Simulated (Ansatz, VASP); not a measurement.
# YB in VASP and in Ansatz

```xyz
2
Lattice="3.2152 0.0000 0.0000 0.0000 3.2152 0.0000 0.0000 0.0000 3.2152" Properties=species:S:1:pos:R:3 pbc="T T T"
Y     1.6076    1.6076    1.6076
B     0.0000    0.0000    0.0000
```

Alike in both runs: functional PBE; k mesh 18 × 18 × 18; occupations gaussian, width 0.1 eV; no spin polarisation.

Ansatz relaxed the structure, and its values are those at the end. VASP's run is a single point on that final structure, the one shown.

|  | VASP | Ansatz |
| --- | --- | --- |
| version | VASP 6.6.1 | Ansatz 0.2.0 |
| potentials or method | VASP PAW PBE potentials, release 64 (Y_sv, B), cutoff 520 eV | scalar-relativistic, plane waves, PAW |
| valence electrons in the cell | 14 | 14 |

Ansatz gave:

* gap on the k mesh at the Fermi level (eV): none
* pressure (GPa): 0.0

Question: What did VASP give for the same quantities?

Answer: gap on the k mesh at the Fermi level (eV): none; pressure (GPa): -0.1.

A gap of «none» marks a metal or a gap that the smearing closes.
